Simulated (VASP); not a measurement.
# ZrSi2 in VASP: single point with PBEsol

Aim: the single point of ZrSi2 with PBEsol.

Everything below comes from runs of VASP 6.6.1. Logs are shortened: lines on timing, memory, paths and dates and some standing lists are left out, and cuts for length are marked.

### Step 1. The cell of the first run

The cell holds a slab with vacuum, 21 atoms: a = 3.674 Å, b = 7.511 Å, c = 25.970 Å, α = 90.00°, β = 90.00°, γ = 104.16°.

### Step 2. Single point, PBEsol

The input, INCAR:

```
ALGO = Fast
DIPOL = 0.5 0.5 0.500
EDIFF = 1E-6
ENCUT = 520
GGA = PS
IDIPOL = 3
ISIF = 2
ISMEAR = 0
ISYM = 0
LASPH = True
LCHARG = False
LDIPOL = True
LREAL = Auto
LWAVE = False
NBANDS = 86
NELM = 80
PREC = Accurate
SIGMA = 0.1
```

The input, KPOINTS:

```
k-points
0
Gamma
  10 5 1
```

The input, POSCAR:

```
ZrSi2
1.0
    3.6742585517      0.0000000000      0.0000000000
   -1.8371292758      7.2829450145      0.0000000000
    0.0000000000      0.0000000000     25.9702967253
Zr Si
7 14
Direct
    0.8952826024      0.7905652049      0.2887914635
    0.1047173976      0.2094347951      0.3591943090
    0.8952826024      0.7905652049      0.4295971545
    0.1047173976      0.2094347951      0.5000000000
    0.8952826024      0.7905652049      0.5704028455
    0.1047173976      0.2094347951      0.6408056910
    0.8952826024      0.7905652049      0.7112085365
    0.5539585034      0.1079170068      0.2887914635
    0.2502317899      0.5004635797      0.2887914635
    0.4460414966      0.8920829932      0.3591943090
    0.7497682101      0.4995364203      0.3591943090
    0.5539585034      0.1079170068      0.4295971545
    0.2502317899      0.5004635797      0.4295971545
    0.4460414966      0.8920829932      0.5000000000
    0.7497682101      0.4995364203      0.5000000000
    0.5539585034      0.1079170068      0.5704028455
    0.2502317899      0.5004635797      0.5704028455
    0.4460414966      0.8920829932      0.6408056910
    0.7497682101      0.4995364203      0.6408056910
    0.5539585034      0.1079170068      0.7112085365
    0.2502317899      0.5004635797      0.7112085365
```

Potentials or basis: VASP PAW PBE potentials, release 64 (Zr_sv, Si).

Launch:

```bash
> cat potpaw_PBE.64/Zr_sv/POTCAR potpaw_PBE.64/Si/POTCAR > POTCAR
> mpirun -np 1 vasp_std > vasp.out
```

OUTCAR:

```text
EDIFF = 1E-6
   ENCUT = 520
   GGA = PS
   ISIF = 2
   ISMEAR = 0
   ISYM = 0
   LASPH = True
   LREAL = Auto
   NELM = 80
   PREC = Accurate

 ion  position               nearest neighbor table
   1  0.895  0.791  0.289-  10 2.70  10 2.70  11 2.80   9 2.80   9 2.80   8 2.95   8 2.95   2 3.56
                             3 3.66
   2  0.105  0.209  0.359-  12 2.70   8 2.70  12 2.70   8 2.70  13 2.80   9 2.80  11 2.80  11 2.80
                            10 2.95  10 2.95   3 3.56   1 3.56   4 3.66
   3  0.895  0.791  0.430-  10 2.70  14 2.70  10 2.70  14 2.70  11 2.80  15 2.80  13 2.80  13 2.80
                            12 2.95  12 2.95   4 3.56   2 3.56   5 3.66   1 3.66
   4  0.105  0.209  0.500-  12 2.70  16 2.70  12 2.70  16 2.70  13 2.80  17 2.80  15 2.80  15 2.80
                            14 2.95  14 2.95   5 3.56   3 3.56   6 3.66   2 3.66
   5  0.895  0.791  0.570-  14 2.70  18 2.70  14 2.70  18 2.70  15 2.80  19 2.80  17 2.80  17 2.80
                            16 2.95  16 2.95   6 3.56   4 3.56   3 3.66   7 3.66
   6  0.105  0.209  0.641-  16 2.70  20 2.70  16 2.70  20 2.70  17 2.80  21 2.80  19 2.80  19 2.80
                            18 2.95  18 2.95   5 3.56   7 3.56   4 3.66
   7  0.895  0.791  0.711-  18 2.70  18 2.70  19 2.80  21 2.80  21 2.80  20 2.95  20 2.95   6 3.56
                             5 3.66
   8  0.554  0.108  0.289-  10 2.41   2 2.70   2 2.70   1 2.95   1 2.95
   9  0.250  0.500  0.289-  11 2.59  11 2.59   2 2.80   1 2.80   1 2.80
  10  0.446  0.892  0.359-  12 2.41   8 2.41   3 2.70   1 2.70   3 2.70   1 2.70   2 2.95   2 2.95

  11  0.750  0.500  0.359-  13 2.59   9 2.59  13 2.59   9 2.59   3 2.80   1 2.80   2 2.80   2 2.80

  12  0.554  0.108  0.430-  10 2.41  14 2.41   2 2.70   4 2.70   2 2.70   4 2.70   3 2.95   3 2.95

  13  0.250  0.500  0.430-  11 2.59  15 2.59  11 2.59  15 2.59   2 2.80   4 2.80   3 2.80   3 2.80

  14  0.446  0.892  0.500-  12 2.41  16 2.41   3 2.70   5 2.70   3 2.70   5 2.70   4 2.95   4 2.95

  15  0.750  0.500  0.500-  13 2.59  17 2.59  13 2.59  17 2.59   3 2.80   5 2.80   4 2.80   4 2.80

  16  0.554  0.108  0.570-  14 2.41  18 2.41   4 2.70   6 2.70   4 2.70   6 2.70   5 2.95   5 2.95

  17  0.250  0.500  0.570-  15 2.59  19 2.59  15 2.59  19 2.59   4 2.80   6 2.80   5 2.80   5 2.80

  18  0.446  0.892  0.641-  16 2.41  20 2.41   5 2.70   7 2.70   5 2.70   7 2.70   6 2.95   6 2.95

  19  0.750  0.500  0.641-  17 2.59  21 2.59  17 2.59  21 2.59   5 2.80   7 2.80   6 2.80   6 2.80

  20  0.554  0.108  0.711-  18 2.41   6 2.70   6 2.70   7 2.95   7 2.95
  21  0.250  0.500  0.711-  19 2.59  19 2.59   6 2.80   7 2.80   7 2.80

IMPORTANT INFORMATION: All symmetrisations will be switched off!
NOSYMM: (Re-)initialisation of all symmetry stuff for point group C_1.

----------------------------------------------------------------------------------------

                                     Primitive cell

  volume of cell :     694.9502

  direct lattice vectors                    reciprocal lattice vectors
     3.674258552  0.000000000  0.000000000     0.272163754  0.068653546  0.000000000
    -1.837129276  7.282945015  0.000000000     0.000000000  0.137307092  0.000000000
     0.000000000  0.000000000 25.970296725     0.000000000  0.000000000  0.038505528

  length of vectors
     3.674258552  7.511080619 25.970296725     0.280689184  0.137307092  0.038505528

  position of ions in fractional coordinates (direct lattice)
     0.895282602  0.790565205  0.288791463
     0.104717398  0.209434795  0.359194309
     0.895282602  0.790565205  0.429597155
     0.104717398  0.209434795  0.500000000
     0.895282602  0.790565205  0.570402845
     0.104717398  0.209434795  0.640805691
[... 13 lines left out ...]
     0.553958503  0.107917007  0.711208537
     0.250231790  0.500463580  0.711208537

  ion indices of the primitive-cell ions
   primitive index   ion index
                 1           1
                 2           2
                 3           3
                 4           4
                 5           5
                 6           6
[... 13 lines left out ...]
                20          20
                21          21

----------------------------------------------------------------------------------------

 KPOINTS: k-points

Automatic generation of k-mesh.
 Grid dimensions read from file:
 generate k-points for:   10    5    1

 Generating k-lattice:

  Cartesian coordinates                     Fractional coordinates (reciprocal lattice)
     0.027216375  0.006865355  0.000000000     0.100000000  0.000000000  0.000000000
     0.000000000  0.027461418  0.000000000     0.000000000  0.200000000  0.000000000
     0.000000000  0.000000000  0.038505528     0.000000000  0.000000000  1.000000000

  Length of vectors
     0.028068918  0.027461418  0.038505528

  Shift w.r.t. Gamma in fractional coordinates (k-lattice)
     0.000000000  0.000000000  0.000000000

 -----------------------------------------------------------------------------
|                                                                             |
|           W    W    AA    RRRRR   N    N  II  N    N   GGGG   !!!           |
|           W    W   A  A   R    R  NN   N  II  NN   N  G    G  !!!           |
|           W    W  A    A  R    R  N N  N  II  N N  N  G       !!!           |
|           W WW W  AAAAAA  RRRRR   N  N N  II  N  N N  G  GGG   !            |
|           WW  WW  A    A  R   R   N   NN  II  N   NN  G    G                |
|           W    W  A    A  R    R  N    N  II  N    N   GGGG   !!!           |
|                                                                             |
|     Your reciprocal lattice and k-lattice belong to different lattice       |
|     classes:                                                                |
|                                                                             |
|        The reciprocal lattice is base centered orthorhombic,                |
|        whereas your k-lattice is simple monoclinic.                         |
|                                                                             |
|     Results are often still useful ...                                      |
|                                                                             |
 -----------------------------------------------------------------------------

 WARNING: IBZKPT: internal override: KBLOWUP is changed to .FALSE.
      ... skipping the blow-up phase ...

 Subroutine IBZKPT returns following result:
 ===========================================

 Found     26 irreducible k-points:

 Following reciprocal coordinates:
            Coordinates               Weight
  0.000000  0.000000  0.000000      1.000000
  0.100000  0.000000  0.000000      2.000000
  0.200000  0.000000  0.000000      2.000000
  0.300000  0.000000  0.000000      2.000000
  0.400000  0.000000  0.000000      2.000000
  0.500000  0.000000  0.000000      1.000000
[... 16 lines left out ...]
 -0.400000  0.400000  0.000000      2.000000
 -0.300000  0.400000  0.000000      2.000000
 [... further k-points ...]
   k-points           NKPTS =     26   k-points in BZ     NKDIM =     26   number of bands    NBANDS=     86
   number of dos      NEDOS =    301   number of ions     NIONS =     21
   total plane-waves  NPLWV = 307328
   dimension x,y,z NGX =    28 NGY =   56 NGZ =  196
   dimension x,y,z NGXF=    56 NGYF=  112 NGZF=  392
   ions per type =               7  14
   NGX,Y,Z   is equivalent  to a cutoff of  12.67, 12.39, 12.55 a.u.
   NGXF,Y,Z  is equivalent  to a cutoff of  25.34, 24.79, 25.09 a.u.
 SYSTEM =  unknown system
   PREC   = accura    normal or accurate (medium, high low for compatibility)
   ISTART =      0    job   : 0-new  1-cont  2-samecut
   ICHARG =      2    charge: 1-file 2-atom 10-const
   ISPIN  =      1    spin polarized calculation?
   LNONCOLLINEAR =      F non collinear calculations
   LSORBIT =      F    spin-orbit coupling
   LASPH  =      T    aspherical Exc in radial PAW
   ENCUT  =  520.0 eV  38.22 Ry    6.18 a.u.   6.83 13.97 48.29*2*pi/ulx,y,z
   NELM   =     80;   NELMIN=  2; NELMDL= -5     # of ELM steps
   EDIFF  = 0.1E-05   stopping-criterion for ELM
   LREAL  =      T    real-space projection
   EDIFFG = 0.1E-04   stopping-criterion for IOM
   NSW    =      0    number of steps for IOM
   IBRION =     -1    ionic relax: 0-MD 1-quasi-New 2-CG
   NFREE  =      0    steps in history (QN), initial steepest desc. (CG)
   ISIF   =      2    stress and relaxation
   ISYM   =      0    0-nonsym 1-usesym 2-fastsym
   POTIM  = 0.5000    time-step for ionic-motion
   TEBEG  =    0.0;   TEEND  =   0.0 temperature during run
   PSTRESS=    0.0 pullay stress
   NELECT =     140.0000    total number of electrons
   NUPDOWN=      -1.0000    fix difference up-down
   EMIN   =  10.00;   EMAX   =-10.00  energy-range for DOS
   EFERMI =   0.00;   METHOD = LEGACY
   ISMEAR =     0;   SIGMA  =   0.10  broadening in eV -4-tet -1-fermi 0-gaus
   EFERMI_NEDOS =   21; number of points for ismear=-14 and -15
   IALGO  =     68    algorithm
   IMIX   =      4    mixing-type and parameters
     AMIX     =   0.40;   BMIX     =  1.00
     AMIX_MAG =   1.60;   BMIX_MAG =  1.00
  volume/ion in A,a.u.               =      33.09       223.32
  Fermi-wavevector in a.u.,A,eV,Ry     =   0.959694  1.813559 12.531147  0.921013
  Thomas-Fermi vector in A             =   2.088913
   LORBIT       =      0    0 simple, 1 ext, 2 COOP (PROOUT), +10 PAW based schemes
   GGA     = PS    functional components
   LHFCALC =     F    Hartree Fock is set to
   AEXX    =    0.0000 exact exchange contribution
   IVDW    =     0    specifies the selected vdW correction
   LEPSILON=     F    determine dielectric tensor
   LRPA    =     F    only Hartree local field effects (RPA)
 non-spin polarized calculation
 RMM-DIIS sequential band-by-band and
 Gauss-broadening in eV      SIGMA  =   0.10
  energy-cutoff  :      520.00
  volume of cell :      694.95
 maximum number of plane-waves:     18755
   NGX = 13   NGY = 27   NGZ = 97

 dipolmoment           0.000000      0.000000     -0.000193 electrons x Angstroem

 number of electron     139.9999996 magnetization

 dipolmoment           0.000000      0.000000      0.000005 electrons x Angstroem

 Free energy of the ion-electron system (eV)
  ---------------------------------------------------
  ext. energy  EPLUGINS =         0.00000000
  ---------------------------------------------------
  free energy    TOTEN  =      -153.75998330 eV

  energy without entropy =     -153.73044913  energy(sigma->0) =     -153.74521621

 E-fermi :   2.7073     XC(G=0):  -6.4462

 val. band max:        2.6806918535   @ k =  -0.2000   0.4000   0.0000
 cond. band min:       2.7174412335   @ k =   0.0000   0.2000   0.0000
 fundamental gap:      0.0367493800
 Fermi energy:         2.7072889762

 k-point     1 :       0.0000    0.0000    0.0000
  band No.  band energies     occupation
      1     -46.1521      2.00000
      2     -46.1521      2.00000
      3     -45.5715      2.00000
      4     -45.5121      2.00000
      5     -45.5072      2.00000
      6     -45.3897      2.00000
[... 2029 lines left out ...]
     81       4.7341      0.00000
     82       4.9178      0.00000

 [... further k-points ...]

 [bands above 82 left out]

------------------------ aborting loop because EDIFF is reached ----------------------------------------

 vacuum level on the upper side and lower side of the slab       (xc-potential included)        -0.152        -0.149

  FORCE on cell =-STRESS in cart. coord.  units (eV):
  Direction    XX          YY          ZZ          XY          YZ          ZX
  --------------------------------------------------------------------------------------
  -------------------------------------------------------------------------------------
  Total       -9.3513179    -11.2409404      1.2453918     -0.0390298     -0.0000267     -0.0000033
  in kB      -21.5590563    -25.9154987      2.8711965     -0.0899815     -0.0000615     -0.0000076
  external PRESSURE =     -14.8677862 kB  Pullay stress =       0.0000000 kB

 VOLUME and BASIS-vectors are now :
 -----------------------------------------------------------------------------
  energy-cutoff  :      520.00
  volume of cell :      694.95
      direct lattice vectors                 reciprocal lattice vectors
     3.674258552  0.000000000  0.000000000     0.272163754  0.068653546  0.000000000
    -1.837129276  7.282945015  0.000000000     0.000000000  0.137307092  0.000000000
     0.000000000  0.000000000 25.970296725     0.000000000  0.000000000  0.038505528

 POSITION                                       TOTAL-FORCE (eV/Angst)
 -----------------------------------------------------------------------------------
      1.83713      5.75764      7.50000        -0.003308      0.758071      0.705382
      0.00000      1.52530      9.32838        -0.001770     -0.316372      0.243403
      1.83713      5.75764     11.15677        -0.002638      0.280094      0.223839
      0.00000      1.52530     12.98515        -0.007096     -0.242935     -0.000023
      1.83713      5.75764     14.81353        -0.002642      0.280075     -0.223885
      0.00000      1.52530     16.64191        -0.001751     -0.316402     -0.243348
[... 13 lines left out ...]
      1.83713      0.78595     18.47030        -0.000031     -1.016999      0.753037
      0.00000      3.64485     18.47030        -0.000259      0.097263     -0.579437
 -----------------------------------------------------------------------------------
    total drift:                                0.001192      0.002397     -0.000659

  FREE ENERGIE OF THE ION-ELECTRON SYSTEM (eV)
  ---------------------------------------------------
  free  energy   TOTEN  =      -153.7599832981 eV

  energy  without entropy=     -153.7304491283  energy(sigma->0) =     -153.74521621

 vacuum level on the upper side and lower side of the slab         6.895         6.896
```

Run time: 2.2 h. Hardware: 1 thread of Oxide Virtual Turin-like, shared host; peak memory 1.2 GiB.

What came out:

```
Free energy            : -153.7600 eV
Largest force          : 1.265 eV/Å
Band gap on the k mesh : zero (bands 70 and 71 overlap by 0.93 eV)
```

Forces in eV/Å, atoms in the order of the input:
```
Zr  -0.003  0.758  0.705
Zr  -0.002 -0.316  0.243
Zr  -0.003  0.280  0.224
Zr  -0.007 -0.243  0.000
Zr  -0.003  0.280 -0.224
Zr  -0.002 -0.316 -0.243
Zr  -0.003  0.758 -0.706
Si   0.000 -1.017 -0.753
Si   0.000  0.097  0.579
Si   0.003  0.063 -0.564
Si   0.005  0.249 -0.749
Si   0.004 -0.071 -0.037
Si  -0.003  0.016  0.009
Si   0.004  0.027  0.000
Si   0.001  0.097  0.000
Si   0.004 -0.071  0.037
Si  -0.003  0.016 -0.009
Si   0.003  0.063  0.564
Si   0.005  0.249  0.750
Si   0.000 -1.017  0.753
Si   0.000  0.097 -0.579
```

Levels at points of the mesh, in eV from the Fermi level:
| k point | band 68 | band 69 | band 70 | band 71 | band 72 | band 73 |
| --- | --- | --- | --- | --- | --- | --- |
| (0.00, 0.00, 0.00) | 0.02 | 0.21 | 0.44 | 0.68 | 0.69 | 0.84 |
| (0.50, 0.00, 0.00) | -0.88 | -0.73 | -0.33 | -0.12 | 0.55 | 0.82 |

Caveat: the PAW data sets were made with another functional, which shifts forces and pressure a little.

The gap in the log of VASP goes by the Fermi energy; the results here count the filled bands.